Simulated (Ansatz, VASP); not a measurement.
## One calculation of CO2, two programs

The input INCAR:

```
PREC     = Accurate       # precision mode
ENCUT    = 600            # plane-wave cutoff, eV
EDIFF    = 1E-6           # SCF threshold, eV
ISMEAR   = 0              # smearing method
SIGMA    = 0.1            # smearing width, eV
LREAL    = False          # projectors in reciprocal space
LASPH    = True           # aspherical terms in the spheres
NELM     = 150            # most SCF steps
ALGO     = Normal         # electronic algorithm
ISIF     = 3              # what is computed and relaxed
LWAVE    = False          # write WAVECAR
LCHARG   = False          # write CHGCAR
ISPIN    = 2              # spin polarisation
MAGMOM   = 0 0 0.62 0.62 0.62 0.62 # initial moments
LORBIT   = 11             # projections on sites
GGA      = PE             # functional
IBRION   = 2              # ionic algorithm
NSW      = 90             # ionic steps
EDIFFG   = -0.04          # ionic threshold
```

Contents of KPOINTS:

```
Automatic mesh
0
Gamma
  4 4 4
```

Contents of POSCAR:

```
CO2
1.0
    4.2543311141      0.0000000000      0.0000000000
    0.0000000000      4.2543311141      0.0000000000
    0.0000000000      0.0000000000      4.2543311141
C O
2 4
Direct
    0.0000000000      0.0000000000      0.0000000000
    0.5000000000      0.5000000000      0.5000000000
    0.2500000000      0.2500000000      0.2500000000
    0.2500000000      0.7500000000      0.7500000000
    0.7500000000      0.7500000000      0.2500000000
    0.7500000000      0.2500000000      0.7500000000
```

Input for Ansatz:

```yaml
crystal:
  lattice:
    - [4.2543311141, 0.0, 0.0]
    - [0.0, 4.2543311141, 0.0]
    - [0.0, 0.0, 4.2543311141]
  atoms:
    - { symbol: C, position: [0.0, 0.0, 0.0] }
    - { symbol: C, position: [0.5, 0.5, 0.5] }
    - { symbol: O, position: [0.25, 0.25, 0.25], spin: 0.62 }
    - { symbol: O, position: [0.25, 0.75, 0.75], spin: 0.62 }
    - { symbol: O, position: [0.75, 0.75, 0.25], spin: 0.62 }
    - { symbol: O, position: [0.75, 0.25, 0.75], spin: 0.62 }
basis:
  ecutwfc: 420
kpoints:
  mp_grid: { grid: [4, 4, 4] }
hamiltonian:
  xc: pbe
scf:
  occupations: { method: gaussian, width: 0.1 }
  lower_state_search: "off"
output:
  forces: true
  stress: true
  eigenvalues: true
  populations: true
magnetization:
  spin_polarized: true
relax:
  adjacent_minimum: "off"
  f_tol: 0.04
  max_steps: 70
  cell: { stress_tol: 0.4 }
```

Alike in both runs: task relaxation of cell and atoms; functional PBE; k mesh 4 × 4 × 4; occupations gaussian, width 0.1 eV; collinear spin.

```csv
,VASP,Ansatz
version,VASP 6.6.1,Ansatz 0.2.0
potentials or method,"VASP PAW PBE potentials, release 64 (C, O), cutoff 600 eV","scalar-relativistic, plane waves, PAW"
valence electrons in the cell,32,32
```

Ansatz gave:

| Item | Value |
| --- | --- |
| gap on the k mesh at the Fermi level, each at its own relaxed structure (eV) | 1.23 |
| net moment per atom (μB) | 0.00 |
| relaxed volume (Å³/atom) | 6.04 |
| relaxed cell length with the largest relative difference (Å) | 3.310 |

What did VASP give for the same quantities?

gap on the k mesh at the Fermi level, each at its own relaxed structure (eV): 1.19; net moment per atom (μB): 0.00; relaxed volume (Å³/atom): 6.05; relaxed cell length with the largest relative difference (Å): 3.311.

Ansatz's warnings: seeded moment not kept.

Noted on VASP's run: the volume moved by over 15 % at a fixed basis, so the end points are rough.
